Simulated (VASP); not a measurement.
# ZnS (CsCl type) (Pm-3m) in VASP: a series of runs

The runs below take ZnS (CsCl type) through single point, with PBE.

Program: VASP 6.6.1. These are calculated values, not measurements. Logs are shortened: lines on timing, memory, paths and dates and some standing lists are left out, and cuts for length are marked.

### 1 The cell of the first run

It takes space group Pm-3m (No. 221, cubic). Conventional cell: a = 2.922 Å, b = 2.922 Å, c = 2.922 Å, α = 90.00°, β = 90.00°, γ = 90.00°. Within 3.3 Å of Zn (site symmetry m-3m) lie 8 S at 2.53 Å and 6 Zn at 2.92 Å. S (site symmetry m-3m) has 8 Zn at 2.53 Å and 6 S at 2.92 Å within 3.3 Å.

### 2 Single point, PBE

INCAR

```
  PREC = Accurate
  ENCUT = 520
  EDIFF = 1E-6
  ISMEAR = -1
  SIGMA = 0.1
  LREAL = F
  LASPH = T
  NELM = 60
  ALGO = Normal
  ISIF = 2
  LWAVE = F
  LCHARG = F
  GGA = PE
  NBANDS = 16
```

KPOINTS

```
regular mesh
0
Gamma
  15 15 15
```

POSCAR

```
ZnS
1.0
    2.9223406348      0.0000000000      0.0000000000
    0.0000000000      2.9223406348      0.0000000000
    0.0000000000      0.0000000000      2.9223406348
Zn S
1 1
Direct
    0.0000000000      0.0000000000      0.0000000000
    0.5000000000      0.5000000000      0.5000000000
```

Potentials or basis: VASP PAW PBE potentials, release 64 (Zn, S).

On the command line:

```
cat potpaw_PBE.64/Zn/POTCAR potpaw_PBE.64/S/POTCAR > POTCAR
mpirun -np 1 vasp_std > vasp.out
```

OUTCAR:

```text
PREC = Accurate
   ENCUT = 520
   EDIFF = 1E-6
   ISMEAR = -1
   LREAL = F
   LASPH = T
   NELM = 60
   ISIF = 2
   GGA = PE

 ion  position               nearest neighbor table
   1  0.000  0.000  0.000-   2 2.53   2 2.53   2 2.53   2 2.53   2 2.53   2 2.53   2 2.53   2 2.53

   2  0.500  0.500  0.500-   1 2.53   1 2.53   1 2.53   1 2.53   1 2.53   1 2.53   1 2.53   1 2.53

  LATTYP: Found a simple cubic cell.
 ALAT       =     2.9223406348

  Lattice vectors:

 A1 = (   2.9223406348,   0.0000000000,   0.0000000000)
 A2 = (   0.0000000000,   2.9223406348,   0.0000000000)
 A3 = (   0.0000000000,   0.0000000000,   2.9223406348)

Analysis of symmetry for initial positions (statically):
=====================================================================
 Subroutine PRICEL returns:
 Original cell was already a primitive cell.

 Routine SETGRP: Setting up the symmetry group for a
 simple cubic supercell.

 Subroutine GETGRP returns: Found 48 space group operations
 (whereof 48 operations were pure point group operations)
 out of a pool of 48 trial point group operations.

The static configuration has the point symmetry O_h .

Analysis of symmetry for dynamics (positions and initial velocities):
=====================================================================
 Subroutine PRICEL returns:
 Original cell was already a primitive cell.

 Routine SETGRP: Setting up the symmetry group for a
 simple cubic supercell.

 Subroutine GETGRP returns: Found 48 space group operations
 (whereof 48 operations were pure point group operations)
 out of a pool of 48 trial point group operations.

The dynamic configuration has the point symmetry O_h .

 Subroutine INISYM returns: Found 48 space group operations
 (whereof 48 operations are pure point group operations),
 and found     1 'primitive' translations

----------------------------------------------------------------------------------------

                                     Primitive cell

  volume of cell :      24.9570

  direct lattice vectors                    reciprocal lattice vectors
     2.922340635  0.000000000  0.000000000     0.342191457  0.000000000  0.000000000
     0.000000000  2.922340635  0.000000000     0.000000000  0.342191457  0.000000000
     0.000000000  0.000000000  2.922340635     0.000000000  0.000000000  0.342191457

  length of vectors
     2.922340635  2.922340635  2.922340635     0.342191457  0.342191457  0.342191457

  position of ions in fractional coordinates (direct lattice)
[... 79 lines left out ...]
   EDIFF  = 0.1E-05   stopping-criterion for ELM
   LREAL  =      F    real-space projection
   EDIFFG = 0.1E-04   stopping-criterion for IOM
   NSW    =      0    number of steps for IOM
   IBRION =     -1    ionic relax: 0-MD 1-quasi-New 2-CG
   NFREE  =      0    steps in history (QN), initial steepest desc. (CG)
   ISIF   =      2    stress and relaxation
   ISYM   =      2    0-nonsym 1-usesym 2-fastsym
   POTIM  = 0.5000    time-step for ionic-motion
   TEBEG  =    0.0;   TEEND  =   0.0 temperature during run
   PSTRESS=    0.0 pullay stress
   NELECT =      18.0000    total number of electrons
   NUPDOWN=      -1.0000    fix difference up-down
   EMIN   =  10.00;   EMAX   =-10.00  energy-range for DOS
   EFERMI =   0.00;   METHOD = LEGACY
   ISMEAR =    -1;   SIGMA  =   0.10  broadening in eV -4-tet -1-fermi 0-gaus
   EFERMI_NEDOS =   21; number of points for ismear=-14 and -15
   IALGO  =     38    algorithm
   IMIX   =      4    mixing-type and parameters
     AMIX     =   0.40;   BMIX     =  1.00
     AMIX_MAG =   1.60;   BMIX_MAG =  1.00
  volume/ion in A,a.u.               =      12.48        84.21
  Fermi-wavevector in a.u.,A,eV,Ry     =   1.468142  2.774387 29.326568  2.155442
  Thomas-Fermi vector in A             =   2.583676
   LORBIT       =      0    0 simple, 1 ext, 2 COOP (PROOUT), +10 PAW based schemes
   GGA     = PE    functional components
   LHFCALC =     F    Hartree Fock is set to
   AEXX    =    0.0000 exact exchange contribution
   IVDW    =     0    specifies the selected vdW correction
   LEPSILON=     F    determine dielectric tensor
   LRPA    =     F    only Hartree local field effects (RPA)
 non-spin polarized calculation
  energy-cutoff  :      520.00
  volume of cell :       24.96
 maximum number of plane-waves:       691
 NGX is ok and might be reduce to    24
   NGX = 11   NGY = 11   NGZ = 11

 number of electron      17.9999993 magnetization

 Free energy of the ion-electron system (eV)
  ---------------------------------------------------
  ext. energy  EPLUGINS =         0.00000000
  ---------------------------------------------------
  free energy    TOTEN  =        -4.23133563 eV

  energy without entropy =       -4.19855635  energy(sigma->0) =       -4.21494599

 E-fermi :   7.8387     XC(G=0): -12.4128

 val. band max:        7.8383172809   @ k =   0.4667   0.2000   0.0667
 cond. band min:       7.9034492988   @ k =   0.4000   0.4000   0.2667
 fundamental gap:      0.0651320179
 Fermi energy:         7.8387329815

 k-point     1 :       0.0000    0.0000    0.0000
  band No.  band energies     occupation
      1      -9.1093      2.00000
      2      -0.1141      2.00000
      3      -0.1141      2.00000
      4       0.6211      2.00000
      5       0.6211      2.00000
      6       0.6211      2.00000
[... 433 lines left out ...]
      3       0.0473      2.00000
      4       0.2531      2.00000
      5       0.3295      2.00000
      6       0.5468      2.00000
[... 8 lines left out ...]
     15      21.6213      0.00000
     16      22.9110      0.00000

 [... further k-points ...]

------------------------ aborting loop because EDIFF is reached ----------------------------------------

  FORCE on cell =-STRESS in cart. coord.  units (eV):
  Direction    XX          YY          ZZ          XY          YZ          ZX
  --------------------------------------------------------------------------------------
  -------------------------------------------------------------------------------------
  Total        5.8193334      5.8193334      5.8193334     -0.0000000      0.0000000     -0.0000000
  in kB      373.5866175    373.5866175    373.5866175     -0.0000000      0.0000000     -0.0000000
  external PRESSURE =     373.5866175 kB  Pullay stress =       0.0000000 kB

 VOLUME and BASIS-vectors are now :
 -----------------------------------------------------------------------------
  energy-cutoff  :      520.00
  volume of cell :       24.96
      direct lattice vectors                 reciprocal lattice vectors
     2.922340635  0.000000000  0.000000000     0.342191457  0.000000000  0.000000000
     0.000000000  2.922340635  0.000000000     0.000000000  0.342191457  0.000000000
     0.000000000  0.000000000  2.922340635     0.000000000  0.000000000  0.342191457

 POSITION                                       TOTAL-FORCE (eV/Angst)
 -----------------------------------------------------------------------------------
      0.00000      0.00000      0.00000         0.000000      0.000000      0.000000
      1.46117      1.46117      1.46117         0.000000      0.000000      0.000000
 -----------------------------------------------------------------------------------
    total drift:                                0.000000      0.000000      0.000000

  FREE ENERGIE OF THE ION-ELECTRON SYSTEM (eV)
  ---------------------------------------------------
  free  energy   TOTEN  =        -4.2313356264 eV

  energy  without entropy=       -4.1985563464  energy(sigma->0) =       -4.21494599
```

stdout:

```text
POSCAR found type information on POSCAR ZnS
 POSCAR found :  2 types and       2 ions
 scaLAPACK will be used
 LDA part: xc-table for (Slater+PW92), standard interpolation
 POSCAR, INCAR and KPOINTS ok, starting setup
 FFT: planning ... GRIDC
 FFT: planning ... GRID_SOFT
 FFT: planning ... GRID
 WAVECAR not read
 entering main loop
```

Wall time 34 s (1 thread of Intel Xeon 8259CL, shared host); peak memory 0.17 GiB.

What came out:

* Free energy: -4.2313 eV
* Pressure: 37.4 GPa
* Band gap on the k mesh: zero (bands 9 and 10 overlap by 1.73 eV)

Caveat: the cell stands under pressure.

### 3 Single point, PBE

INCAR

```
SYSTEM = ZnS
ALGO = Normal
EDIFF = 1E-6
ENCUT = 520
GGA = PE
ISIF = 2
ISMEAR = -1
LASPH = .True.
LCHARG = .False.
LREAL = .False.
LWAVE = .False.
NBANDS = 16
NELM = 80
PREC = Accurate
SIGMA = 0.1
```

KPOINTS

```
k-points
0
Gamma
  15 15 15
  0 0 0
```

POSCAR

```
ZnS
1.0
    2.9225833192      0.0000000000      0.0000000000
    0.0000000000      2.9225833192      0.0000000000
    0.0000000000      0.0000000000      2.9225833192
Zn S
1 1
Direct
    0.0000000000      0.0000000000      0.0000000000
    0.5000000000      0.5000000000      0.5000000000
```

Potentials or basis: VASP PAW PBE potentials, release 64 (Zn, S).

On the command line:

```
cat potpaw_PBE.64/Zn/POTCAR potpaw_PBE.64/S/POTCAR > POTCAR
mpirun -np 1 vasp_std > vasp.out
```

OUTCAR:

```text
SYSTEM = ZnS
   EDIFF = 1E-6
   ENCUT = 520
   GGA = PE
   ISIF = 2
   ISMEAR = -1
   LASPH = .True.
   LREAL = .False.
   NELM = 80
   PREC = Accurate

 ion  position               nearest neighbor table
   1  0.000  0.000  0.000-   2 2.53   2 2.53   2 2.53   2 2.53   2 2.53   2 2.53   2 2.53   2 2.53

   2  0.500  0.500  0.500-   1 2.53   1 2.53   1 2.53   1 2.53   1 2.53   1 2.53   1 2.53   1 2.53

  LATTYP: Found a simple cubic cell.
 ALAT       =     2.9225833192

  Lattice vectors:

 A1 = (   2.9225833192,   0.0000000000,   0.0000000000)
 A2 = (   0.0000000000,   2.9225833192,   0.0000000000)
 A3 = (   0.0000000000,   0.0000000000,   2.9225833192)

Analysis of symmetry for initial positions (statically):
=====================================================================
 Subroutine PRICEL returns:
 Original cell was already a primitive cell.

 Routine SETGRP: Setting up the symmetry group for a
 simple cubic supercell.

 Subroutine GETGRP returns: Found 48 space group operations
 (whereof 48 operations were pure point group operations)
 out of a pool of 48 trial point group operations.

The static configuration has the point symmetry O_h .

Analysis of symmetry for dynamics (positions and initial velocities):
=====================================================================
 Subroutine PRICEL returns:
 Original cell was already a primitive cell.

 Routine SETGRP: Setting up the symmetry group for a
 simple cubic supercell.

 Subroutine GETGRP returns: Found 48 space group operations
 (whereof 48 operations were pure point group operations)
 out of a pool of 48 trial point group operations.

The dynamic configuration has the point symmetry O_h .

 Subroutine INISYM returns: Found 48 space group operations
 (whereof 48 operations are pure point group operations),
 and found     1 'primitive' translations

----------------------------------------------------------------------------------------

                                     Primitive cell

  volume of cell :      24.9632

  direct lattice vectors                    reciprocal lattice vectors
     2.922583319  0.000000000  0.000000000     0.342163042  0.000000000  0.000000000
     0.000000000  2.922583319  0.000000000     0.000000000  0.342163042  0.000000000
     0.000000000  0.000000000  2.922583319     0.000000000  0.000000000  0.342163042

  length of vectors
     2.922583319  2.922583319  2.922583319     0.342163042  0.342163042  0.342163042

  position of ions in fractional coordinates (direct lattice)
     0.000000000  0.000000000  0.000000000
     0.500000000  0.500000000  0.500000000

  ion indices of the primitive-cell ions
   primitive index   ion index
                 1           1
                 2           2

----------------------------------------------------------------------------------------

 KPOINTS: k-points

Automatic generation of k-mesh.
 Grid dimensions read from file:
 generate k-points for:   15   15   15

 Generating k-lattice:

  Cartesian coordinates                     Fractional coordinates (reciprocal lattice)
     0.022810869  0.000000000  0.000000000     0.066666667  0.000000000  0.000000000
     0.000000000  0.022810869  0.000000000     0.000000000  0.066666667  0.000000000
     0.000000000  0.000000000  0.022810869     0.000000000  0.000000000  0.066666667

  Length of vectors
     0.022810869  0.022810869  0.022810869

  Shift w.r.t. Gamma in fractional coordinates (k-lattice)
     0.000000000  0.000000000  0.000000000

 Subroutine IBZKPT returns following result:
 ===========================================

 Found    120 irreducible k-points:

 Following reciprocal coordinates:
            Coordinates               Weight
  0.000000  0.000000  0.000000      1.000000
  0.066667  0.000000  0.000000      6.000000
  0.133333  0.000000  0.000000      6.000000
  0.200000  0.000000  0.000000      6.000000
  0.266667  0.000000  0.000000      6.000000
  0.333333  0.000000  0.000000      6.000000
[... 16 lines left out ...]
  0.266667  0.200000  0.000000     24.000000
  0.333333  0.200000  0.000000     24.000000
 [... further k-points ...]
   k-points           NKPTS =    120   k-points in BZ     NKDIM =    120   number of bands    NBANDS=     16
   number of dos      NEDOS =    301   number of ions     NIONS =      2
   total plane-waves  NPLWV =  13824
   dimension x,y,z NGX =    24 NGY =   24 NGZ =   24
   dimension x,y,z NGXF=    48 NGYF=   48 NGZF=   48
   ions per type =               1   1
   NGX,Y,Z   is equivalent  to a cutoff of  13.65, 13.65, 13.65 a.u.
   NGXF,Y,Z  is equivalent  to a cutoff of  27.30, 27.30, 27.30 a.u.
 SYSTEM =  ZnS
   PREC   = accura    normal or accurate (medium, high low for compatibility)
   ISTART =      0    job   : 0-new  1-cont  2-samecut
   ICHARG =      2    charge: 1-file 2-atom 10-const
   ISPIN  =      1    spin polarized calculation?
   LNONCOLLINEAR =      F non collinear calculations
   LSORBIT =      F    spin-orbit coupling
   LASPH  =      T    aspherical Exc in radial PAW
   ENCUT  =  520.0 eV  38.22 Ry    6.18 a.u.   5.43  5.43  5.43*2*pi/ulx,y,z
   NELM   =     80;   NELMIN=  2; NELMDL= -5     # of ELM steps
   EDIFF  = 0.1E-05   stopping-criterion for ELM
   LREAL  =      F    real-space projection
   EDIFFG = 0.1E-04   stopping-criterion for IOM
   NSW    =      0    number of steps for IOM
   IBRION =     -1    ionic relax: 0-MD 1-quasi-New 2-CG
   NFREE  =      0    steps in history (QN), initial steepest desc. (CG)
   ISIF   =      2    stress and relaxation
   ISYM   =      2    0-nonsym 1-usesym 2-fastsym
   POTIM  = 0.5000    time-step for ionic-motion
   TEBEG  =    0.0;   TEEND  =   0.0 temperature during run
   PSTRESS=    0.0 pullay stress
   NELECT =      18.0000    total number of electrons
   NUPDOWN=      -1.0000    fix difference up-down
   EMIN   =  10.00;   EMAX   =-10.00  energy-range for DOS
   EFERMI =   0.00;   METHOD = LEGACY
   ISMEAR =    -1;   SIGMA  =   0.10  broadening in eV -4-tet -1-fermi 0-gaus
   EFERMI_NEDOS =   21; number of points for ismear=-14 and -15
   IALGO  =     38    algorithm
   IMIX   =      4    mixing-type and parameters
     AMIX     =   0.40;   BMIX     =  1.00
     AMIX_MAG =   1.60;   BMIX_MAG =  1.00
  volume/ion in A,a.u.               =      12.48        84.23
  Fermi-wavevector in a.u.,A,eV,Ry     =   1.468020  2.774156 29.321697  2.155084
  Thomas-Fermi vector in A             =   2.583568
   LORBIT       =      0    0 simple, 1 ext, 2 COOP (PROOUT), +10 PAW based schemes
   GGA     = PE    functional components
   LHFCALC =     F    Hartree Fock is set to
   AEXX    =    0.0000 exact exchange contribution
   IVDW    =     0    specifies the selected vdW correction
   LEPSILON=     F    determine dielectric tensor
   LRPA    =     F    only Hartree local field effects (RPA)
 non-spin polarized calculation
  energy-cutoff  :      520.00
  volume of cell :       24.96
 maximum number of plane-waves:       691
 NGX is ok and might be reduce to    24
   NGX = 11   NGY = 11   NGZ = 11

 number of electron      17.9999993 magnetization

 Free energy of the ion-electron system (eV)
  ---------------------------------------------------
  ext. energy  EPLUGINS =         0.00000000
  ---------------------------------------------------
  free energy    TOTEN  =        -4.23278857 eV

  energy without entropy =       -4.20000369  energy(sigma->0) =       -4.21639613

 E-fermi :   7.8354     XC(G=0): -12.4114

 val. band max:        7.8348273872   @ k =   0.4667   0.2000   0.0667
 cond. band min:       7.9004647622   @ k =   0.4000   0.4000   0.2667
 fundamental gap:      0.0656373750
 Fermi energy:         7.8354344557

 k-point     1 :       0.0000    0.0000    0.0000
  band No.  band energies     occupation
      1      -9.1099      2.00000
      2      -0.1163      2.00000
      3      -0.1163      2.00000
      4       0.6184      2.00000
      5       0.6184      2.00000
      6       0.6184      2.00000
[... 8 lines left out ...]
     15      22.8878      0.00000
     16      24.0827      0.00000
[... 419 lines left out ...]
 k-point    24 :       0.3333    0.2000    0.0000
  band No.  band energies     occupation
      1      -7.2031      2.00000
      2      -0.7984      2.00000
      3       0.0450      2.00000
      4       0.2507      2.00000
      5       0.3270      2.00000
      6       0.5442      2.00000
[... 8 lines left out ...]
     15      21.6172      0.00000
     16      22.9065      0.00000

 [... further k-points ...]

------------------------ aborting loop because EDIFF is reached ----------------------------------------

  FORCE on cell =-STRESS in cart. coord.  units (eV):
  Direction    XX          YY          ZZ          XY          YZ          ZX
  --------------------------------------------------------------------------------------
  -------------------------------------------------------------------------------------
  Total        5.8122916      5.8122916      5.8122916     -0.0000000     -0.0000000     -0.0000000
  in kB      373.0416070    373.0416070    373.0416070     -0.0000000     -0.0000000     -0.0000000
  external PRESSURE =     373.0416070 kB  Pullay stress =       0.0000000 kB

 VOLUME and BASIS-vectors are now :
 -----------------------------------------------------------------------------
  energy-cutoff  :      520.00
  volume of cell :       24.96
      direct lattice vectors                 reciprocal lattice vectors
     2.922583319  0.000000000  0.000000000     0.342163042  0.000000000  0.000000000
     0.000000000  2.922583319  0.000000000     0.000000000  0.342163042  0.000000000
     0.000000000  0.000000000  2.922583319     0.000000000  0.000000000  0.342163042

 POSITION                                       TOTAL-FORCE (eV/Angst)
 -----------------------------------------------------------------------------------
      0.00000      0.00000      0.00000         0.000000      0.000000      0.000000
      1.46129      1.46129      1.46129         0.000000      0.000000      0.000000
 -----------------------------------------------------------------------------------
    total drift:                                0.000000      0.000000      0.000000

  FREE ENERGIE OF THE ION-ELECTRON SYSTEM (eV)
  ---------------------------------------------------
  free  energy   TOTEN  =        -4.2327885725 eV

  energy  without entropy=       -4.2000036853  energy(sigma->0) =       -4.21639613
```

stdout:

```text
POSCAR found type information on POSCAR ZnS
 POSCAR found :  2 types and       2 ions
 scaLAPACK will be used
 LDA part: xc-table for (Slater+PW92), standard interpolation
 POSCAR, INCAR and KPOINTS ok, starting setup
 FFT: planning ... GRIDC
 FFT: planning ... GRID_SOFT
 FFT: planning ... GRID
 WAVECAR not read
 entering main loop
```

It took 32 s on 1 thread of Intel Xeon 8259CL, shared host; peak memory 0.17 GiB.

Results:

```
Free energy            : -4.2328 eV
Pressure               : 37.3 GPa
Band gap on the k mesh : zero (bands 9 and 10 overlap by 1.73 eV)
```

Caveat: the cell stands under pressure.

The gap in the log of VASP goes by the Fermi energy; the results here count the filled bands.